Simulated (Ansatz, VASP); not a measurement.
# CsKMg: VASP beside Ansatz

File INCAR:

```
SYSTEM = CsKMg
PREC     = Accurate       ! precision mode
ENCUT    = 520            ! plane-wave cutoff, eV
EDIFF    = 1E-6           ! SCF threshold, eV
ISMEAR   = 0              ! smearing method
SIGMA    = 0.1            ! smearing width, eV
LREAL    = .FALSE.        ! projectors in reciprocal space
LASPH    = .TRUE.         ! aspherical terms in the spheres
NELM     = 60             ! most SCF steps
ALGO     = Normal         ! electronic algorithm
ISIF     = 2              ! what is computed and relaxed
LWAVE    = .FALSE.        ! write WAVECAR
LCHARG   = .FALSE.        ! write CHGCAR
GGA      = PE             ! functional
NBANDS   = 17             ! bands
```

The input KPOINTS:

```
Automatic mesh
0
G
  6 6 4
  0 0 0
```

File POSCAR:

```
CsKMg
1.0
    5.0156438300      0.0000000000      0.0000000000
   -2.5078219200      4.3436749700      0.0000000000
    0.0000000000      0.0000000000      5.1634329100
K Cs Mg
1 1 1
Direct
    0.0000000000      0.0000000000      0.0000000000
    0.3333333300      0.6666666700      0.5000000000
    0.6666666700      0.3333333300      0.5000000000
```

Input for Ansatz:

```yaml
crystal:
  lattice:
    - [5.01564383, 0.0, 0.0]
    - [-2.50782192, 4.34367497, 0.0]
    - [0.0, 0.0, 5.16343291]
  atoms:
    - { symbol: K, position: [0.0, 0.0, 0.0] }
    - { symbol: Cs, position: [0.33333333, 0.66666667, 0.5] }
    - { symbol: Mg, position: [0.66666667, 0.33333333, 0.5] }
basis:
  ecutwfc: 420
kpoints:
  mp_grid: { grid: [6, 6, 4] }
hamiltonian:
  xc: pbe
scf:
  occupations: { method: gaussian, width: 0.1 }
  lower_state_search: "off"
output:
  forces: true
  stress: true
  eigenvalues: true
```

Change from the starting cell: species swapped into the SrSbPt type (P-6m2, No. 187).

Alike in both runs: task single point; functional PBE; k mesh 6 × 6 × 4; occupations gaussian, width 0.1 eV; no spin polarisation.

```csv
,VASP,Ansatz
version,VASP 6.6.1,Ansatz 0.2.0
potentials or method,"VASP PAW PBE potentials, release 64 (K_sv, Cs_sv, Mg), cutoff 520 eV","scalar-relativistic, plane waves, PAW"
valence electrons in the cell,20,28
```

|  | VASP | Ansatz | Ansatz less VASP |
| --- | --- | --- | --- |
| gap on the k mesh at the Fermi level (eV) | none | none | - |
| pressure (GPa) | 8.6 | 8.6 | -0.01 |
| traceless stress, the component that is largest in VASP (GPa) | -6.21 | -6.20 | +0.010 |

A gap of «none» marks a metal or a gap that the smearing closes. The functional is the same, so the differences come from potentials, cutoffs and numerics. VASP's potentials hold 20 valence electrons a cell and Ansatz's 28, so a difference there can come from the potentials and not from the codes.

Spin-orbit coupling is off throughout.
